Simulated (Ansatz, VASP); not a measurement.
Si in VASP and in Ansatz

```xyz
2
Lattice="0.0000 2.3722 3.5583 2.3722 0.0000 3.5583 2.3722 2.3722 0.0000" Properties=species:S:1:pos:R:3 pbc="T T T"
Si    2.3722    2.3722    3.5583
Si    3.5583    3.5583    5.3374
```

Alike in both runs: task single point; functional r2SCAN; k mesh 10 × 10 × 10; occupations gaussian, width 0.05 eV; no spin polarisation.

```csv
,VASP,Ansatz
version,VASP 6.6.1,Ansatz 0.2.0
potentials or method,"VASP PAW PBE potentials, release 64 (Si), cutoff 520 eV","scalar-relativistic, plane waves, PAW"
valence electrons in the cell,8,8
```

Ansatz gave:

- gap on the k mesh at the Fermi level (eV): none
- pressure (GPa): -4.3
- traceless stress, the component that is largest in VASP (GPa): -14.11

Problem. Estimate VASP's values.

Solution. gap on the k mesh at the Fermi level (eV): none; pressure (GPa): -4.4; traceless stress, the component that is largest in VASP (GPa): -14.29.

VASP's potentials were made for PBE, not for r2SCAN. A gap of «none» marks a metal or a gap that the smearing closes.
